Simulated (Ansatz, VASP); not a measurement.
**Se in VASP and in Ansatz**

```
Se
1.0
    -1.70345    1.70345    1.70345
     1.70345   -1.70345    1.70345
     1.70345    1.70345   -1.70345
Se
1
Direct
  0.00000 0.00000 0.00000
```

Alike in both runs: task single point; functional revPBE; k mesh 10 × 10 × 10; occupations gaussian, width 0.1 eV; no spin polarisation; Hubbard terms Se p U = 3.1 eV.

|  | VASP | Ansatz |
| --- | --- | --- |
| version | VASP 6.6.1 | Ansatz 0.2.0 |
| potentials or method | VASP PAW PBE potentials, release 64 (Se), cutoff 500 eV | scalar-relativistic, plane waves, PAW |
| valence electrons in the cell | 6 | 16 |

Ansatz gave:

- gap on the k mesh at the Fermi level (eV): none
- pressure (GPa): 3.4

Task: What did VASP give for the same quantities?

Result: gap on the k mesh at the Fermi level (eV): none; pressure (GPa): 4.4.

VASP's potentials were made for PBE, not for revPBE. The programs project onto different local orbitals, so the same U acts differently, and such runs can settle in different states. A gap of «none» marks a metal or a gap that the smearing closes. VASP's potentials hold 6 valence electrons a cell and Ansatz's 16, so a difference there can come from the potentials and not from the codes. Ansatz's warnings: filled band counts differ across k points.
